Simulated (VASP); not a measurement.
# Si8S in VASP: single point with PBE+D3(BJ)

Aim: the single point of Si8S with PBE+D3(BJ).

All numbers are computed with VASP 6.6.1; they aren't measurements. Logs are shortened: lines on timing, memory, paths and dates and some standing lists are left out, and cuts for length are marked.

## (1) The cell of the first run

The cell holds a slab with vacuum, 9 atoms: a = 3.816 Å, b = 6.313 Å, c = 21.232 Å, α = 90.00°, β = 90.00°, γ = 90.00°.

## (2) Single point, PBE+D3(BJ), collinear spin

File INCAR:

```
SYSTEM = Si8S
ALGO = Normal ; DIPOL = 0.5 0.5 0.317
EDIFF = 1E-7 ; ENCUT = 520
GGA = PE ; IDIPOL = 3
ISIF = 2 ; ISMEAR = 0
ISPIN = 2 ; IVDW = 12
LASPH = .True. ; LCHARG = .False.
LDIPOL = .True. ; LORBIT = 11
LREAL = .False. ; LWAVE = .False.
MAGMOM = 0 0 0 0 0 0 0 0 2 ; NBANDS = 33
NELM = 150 ; PREC = Accurate
SIGMA = 0.05
```

File KPOINTS:

```
k-points
0
Gamma
  7 4 1
  0 0 0
```

File POSCAR:

```
Si8S
1.0
    3.8155170197      0.0000000000      0.0000000000
    0.0000000000      6.3129357895      0.0000000000
    0.0000000000      0.0000000000     21.2318711397
Si S
8 1
Direct
    0.0000000000      0.9369021388      0.1883960191
    0.0000000000      0.5630978612      0.1883960191
    0.5000000000      0.4369021388      0.2402729771
    0.5000000000      0.0630978612      0.2402729771
    0.5000000000      0.9332664454      0.3446595292
    0.5000000000      0.5667335546      0.3446595292
    0.0000000000      0.4266292815      0.3877129380
    0.0000000000      0.0733707185      0.3877129380
    0.0000000000      1.0932959481      0.5290099523
```

Potentials or basis: VASP PAW PBE potentials, release 64 (Si, S).

Command:

```sh
$ cat potpaw_PBE.64/Si/POTCAR potpaw_PBE.64/S/POTCAR > POTCAR
$ mpirun -np 1 vasp_std > vasp.out
```

OUTCAR:

```text
SYSTEM = Si8S
   EDIFF = 1E-7
   ENCUT = 520
   GGA = PE
   ISIF = 2
   ISMEAR = 0
   ISPIN = 2
   IVDW = 12
   LASPH = .True.
   LORBIT = 11
   LREAL = .False.
   NELM = 150
   PREC = Accurate
 IVDW          = 12

 ion  position               nearest neighbor table
   1  0.000  0.937  0.188-   4 2.34   4 2.34   2 2.36
   2  0.000  0.563  0.188-   3 2.34   3 2.34   1 2.36
   3  0.500  0.437  0.240-   2 2.34   2 2.34   4 2.36   6 2.36
   4  0.500  0.063  0.240-   1 2.34   1 2.34   3 2.36   5 2.36
   5  0.500  0.933  0.345-   8 2.29   8 2.29   6 2.31   4 2.36
   6  0.500  0.567  0.345-   7 2.29   7 2.29   5 2.31   3 2.36
   7  0.000  0.427  0.388-   8 2.23   6 2.29   6 2.29
   8  0.000  0.073  0.388-   7 2.23   5 2.29   5 2.29
   9  0.000  0.093  0.529-

  LATTYP: Found a simple orthorhombic cell.
 ALAT       =     3.8155170197
 B/A-ratio  =     1.6545426889
 C/A-ratio  =     5.5646118285

  Lattice vectors:

 A1 = (   3.8155170197,   0.0000000000,   0.0000000000)
 A2 = (   0.0000000000,   6.3129357895,   0.0000000000)
 A3 = (   0.0000000000,   0.0000000000,  21.2318711397)

Analysis of symmetry for initial positions (statically):
=====================================================================
 Subroutine PRICEL returns:
 Original cell was already a primitive cell.

 Routine SETGRP: Setting up the symmetry group for a
 simple orthorhombic supercell.

 Subroutine GETGRP returns: Found  2 space group operations
 (whereof  2 operations were pure point group operations)
 out of a pool of  8 trial point group operations.

The static configuration has the point symmetry C_1h.

Analysis of symmetry for dynamics (positions and initial velocities):
=====================================================================
 Subroutine PRICEL returns:
 Original cell was already a primitive cell.

 Routine SETGRP: Setting up the symmetry group for a
 simple orthorhombic supercell.

 Subroutine GETGRP returns: Found  2 space group operations
 (whereof  2 operations were pure point group operations)
 out of a pool of  8 trial point group operations.

The dynamic configuration has the point symmetry C_1h.

Analysis of structural, dynamic, and magnetic symmetry:
=====================================================================
 Subroutine PRICEL returns:
 Original cell was already a primitive cell.

[... 157 lines left out ...]

  energy without entropy =      -41.80045530  energy(sigma->0) =      -41.80169805

 E-fermi :  -1.6246     XC(G=0):  -4.1962

 val. band max:       -1.6534606726   @ k =   0.0000   0.0000   0.0000
 cond. band min:      -1.5849706024   @ k =   0.0000   0.5000   0.0000
 fundamental gap:      0.0684900702
 Fermi energy:        -1.6246018013

 spin component 1

 k-point     1 :       0.0000    0.0000    0.0000
  band No.  band energies     occupation
      1     -13.3529      1.00000
      2     -12.9605      1.00000
      3     -11.9438      1.00000
      4     -10.9355      1.00000
      5      -9.5159      1.00000
      6      -8.8892      1.00000
[... 397 lines left out ...]
     30       3.3346      0.00000
     31       3.5013      0.00000
 Fermi energy:        -1.6246018013

 spin component 2

 k-point     1 :       0.0000    0.0000    0.0000
  band No.  band energies     occupation
      1     -13.3565      1.00000
      2     -12.1109      1.00000
      3     -11.8117      1.00000
      4     -10.9629      1.00000
      5      -9.5384      1.00000
      6      -8.9364      1.00000
[... 397 lines left out ...]
     30       3.3032      0.00000
     31       3.4701      0.00000
 [bands above 31 left out]

------------------------ aborting loop because EDIFF is reached ----------------------------------------

 vacuum level on the upper side and lower side of the slab       (xc-potential included)         0.737        -0.740

 Edisp (eV)   -2.25971

 E8    (eV) :    -0.9678

  FORCE on cell =-STRESS in cart. coord.  units (eV):
  Direction    XX          YY          ZZ          XY          YZ          ZX
  --------------------------------------------------------------------------------------
  -------------------------------------------------------------------------------------
  Total       0.96756     0.17168    -7.15147     0.00000     0.38410     0.00000
  in kB       3.03121     0.53784   -22.40436     0.00000     1.20333     0.00000
  external pressure =       -6.28 kB  Pullay stress =        0.00 kB

 VOLUME and BASIS-vectors are now :
 -----------------------------------------------------------------------------
  energy-cutoff  :      520.00
  volume of cell :      511.41
      direct lattice vectors                 reciprocal lattice vectors
     3.815517020  0.000000000  0.000000000     0.262087679  0.000000000  0.000000000
     0.000000000  6.312935790  0.000000000     0.000000000  0.158404906  0.000000000
     0.000000000  0.000000000 21.231871140     0.000000000  0.000000000  0.047099005

 POSITION                                       TOTAL-FORCE (eV/Angst)
 -----------------------------------------------------------------------------------
      0.00000      5.91460      4.00000         0.000000     -0.702071      0.542969
      0.00000      3.55480      4.00000         0.000000      0.726052      0.535467
      1.90776      2.75814      5.10144         0.000000     -0.048134     -0.621141
      1.90776      0.39833      5.10144         0.000000     -0.008472     -0.528359
      1.90776      5.89165      7.31777         0.000000     -0.199597     -0.138987
      1.90776      3.57775      7.31777         0.000000      0.119768      0.072259
      0.00000      2.69328      8.23187         0.000000      0.455026      0.293666
      0.00000      0.46318      8.23187         0.000000     -0.421080      1.916037
      0.00000      0.58897     11.23187         0.000000      0.078508     -2.071911
 -----------------------------------------------------------------------------------
    total drift:                               -0.000000      0.000038     -0.000247

  FREE ENERGIE OF THE ION-ELECTRON SYSTEM (eV)
  ---------------------------------------------------
  free  energy   TOTEN  =       -44.0626522086 eV

  energy  without entropy=      -44.0601667047  energy(sigma->0) =      -44.06140946

 vacuum level on the upper side and lower side of the slab         4.706         3.190

 total charge

# of ion       s       p       d       tot
------------------------------------------
    1        0.790   0.853   0.000   1.643
    2        0.792   0.849   0.000   1.641
    3        0.763   0.903   0.000   1.666
    4        0.758   0.913   0.000   1.670
    5        0.758   0.955   0.000   1.713
    6        0.759   0.947   0.000   1.706
    7        0.792   0.894   0.000   1.686
    8        0.775   0.879   0.000   1.654
    9        1.395   2.095   0.000   3.489
--------------------------------------------------
tot          7.582   9.287   0.000  16.869

 magnetization (x)

# of ion       s       p       d       tot
------------------------------------------
    1        0.001  -0.000   0.000   0.001
    2       -0.000  -0.011   0.000  -0.011
    3       -0.001  -0.008   0.000  -0.010
    4        0.000  -0.002   0.000  -0.002
    5       -0.002  -0.003   0.000  -0.005
    6       -0.000  -0.003   0.000  -0.003
    7       -0.005  -0.054   0.000  -0.059
    8       -0.002  -0.020   0.000  -0.021
    9        0.016   0.646   0.000   0.662
--------------------------------------------------
tot          0.007   0.544   0.000   0.551
```

OSZICAR:

```text
N       E                     dE             d eps       ncg     rms          rms(c)
DAV:   1     0.178716565887E+03    0.17872E+03   -0.12036E+04  1584   0.833E+02
DAV:   2    -0.223210553040E+02   -0.20104E+03   -0.19356E+03  2220   0.150E+02
DAV:   3    -0.420452322341E+02   -0.19724E+02   -0.19308E+02  2085   0.449E+01
[... 25 lines left out ...]
DAV:  29    -0.418029352576E+02   -0.10939E-04   -0.13491E-06  1790   0.373E-03    0.886E-04
DAV:  30    -0.418029391607E+02   -0.39031E-05   -0.51901E-07  1752   0.284E-03    0.530E-04
DAV:  31    -0.418029404847E+02   -0.13239E-05   -0.24644E-07  1606   0.233E-03    0.286E-04
DAV:  32    -0.418029407466E+02   -0.26196E-06   -0.16484E-07  1654   0.220E-03    0.120E-04
DAV:  33    -0.418029408043E+02   -0.57685E-07   -0.62155E-08  1451   0.144E-03
   1 F= -.44062652E+02 E0= -.44061409E+02  d E =-.248550E-02  mag=     0.7817
```

Wall time 11 min (1 thread of Intel Xeon Platinum 8488C (Sapphire Rapids), shared host); peak memory 0.82 GiB.

What came out:

```yaml
Free_energy: -44.0627 eV
Largest_force: 2.073 eV/Å
Net_moment: 0.78 μB per cell
Site_moments: Si +0.00, -0.01, -0.00, -0.06, -0.02 (each value once); S +0.66 μB
Valence_electrons_inside_the_program's_atomic_spheres: Si 1.64, 1.67, 1.71, 1.69, 1.65 (each value once); S 3.49
Dispersion_energy_per_atom: -0.251 eV
```

Forces in eV/Å, atoms in the order of the input:
```
Si   0.000 -0.702  0.543
Si   0.000  0.726  0.535
Si   0.000 -0.048 -0.621
Si   0.000 -0.008 -0.528
Si   0.000 -0.200 -0.139
Si   0.000  0.120  0.072
Si   0.000  0.455  0.294
Si   0.000 -0.421  1.916
S    0.000  0.079 -2.072
```

Levels at points of the mesh, in eV from the Fermi level:
Spin up:
```csv
k point,band 16,band 17,band 18,band 19,band 20,band 21,band 22,band 23
"(0.00, 0.00, 0.00)",-0.99,-0.52,-0.17,-0.07,0.29,0.67,1.35,1.78
"(0.00, 0.50, 0.00)",-1.08,-1.02,-0.81,-0.29,-0.13,0.95,1.40,1.95
```
Spin down:
| k point | band 14 | band 15 | band 16 | band 17 | band 18 | band 19 | band 20 | band 21 | band 22 | band 23 |
| --- | --- | --- | --- | --- | --- | --- | --- | --- | --- | --- |
| (0.00, 0.00, 0.00) | -1.14 | -1.09 | -0.59 | -0.11 | -0.03 | 0.29 | 0.72 | 0.99 | 1.31 | 1.77 |
| (0.00, 0.50, 0.00) | -1.74 | -1.09 | -1.08 | -1.03 | -0.29 | 0.04 | 0.95 | 1.00 | 1.40 | 1.88 |
